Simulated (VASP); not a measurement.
Set up this calculation in VASP 6.6.1, as the native input.

```yaml
Task: single point
Functional: PBE
Potentials_or_basis: VASP PAW PBE potentials, release 64 (Rb_sv, H)
Cutoff: 520 eV
k_mesh: 6 × 6 × 6
Occupations: gaussian, width 0.1 eV
Spin: no spin polarisation
Dipole_correction: no
Further_INCAR_settings: ALGO = Normal; EDIFF = 1e-06; NBANDS = 12
```

The structure of RbH2 lies in POSCAR:

```
RbH2
1.0
    1.9977411247      1.1533963761      4.4937357477
   -1.9977411247      1.1533963761      4.4937357477
    0.0000000000     -2.3067927522      4.4937357477
Rb H
1 2
Direct
    0.0000000000      0.0000000000      0.0000000000
    0.8064769972      0.8064769972      0.8064769972
    0.1935230028      0.1935230028      0.1935230028
```

One way to write it, as run:

INCAR

```
PREC = Accurate
ENCUT = 520
EDIFF = 1E-6
ISMEAR = 0
SIGMA = 0.1
LREAL = F
LASPH = T
NELM = 100
ALGO = Normal
ISIF = 2
LWAVE = F
LCHARG = T
GGA = PE
LELF = T
LVHAR = T
NBANDS = 12
```

KPOINTS

```
Automatic mesh
0
Gamma
  6 6 6
```

Potentials or basis: VASP PAW PBE potentials, release 64 (Rb_sv, H).

Command:

```sh
$ cat potpaw_PBE.64/Rb_sv/POTCAR potpaw_PBE.64/H/POTCAR > POTCAR
$ mpirun -np 1 vasp_std > vasp.out
```

It gave:

```json
{
 "Pressure": "0.1 GPa",
 "Largest force": "0.014 eV/Å"
}
```

Wall time 18 s on 1 thread of Intel(R) Xeon(R) Platinum 8559C (Emerald Rapids) (shared host), peak memory 0.24 GiB.
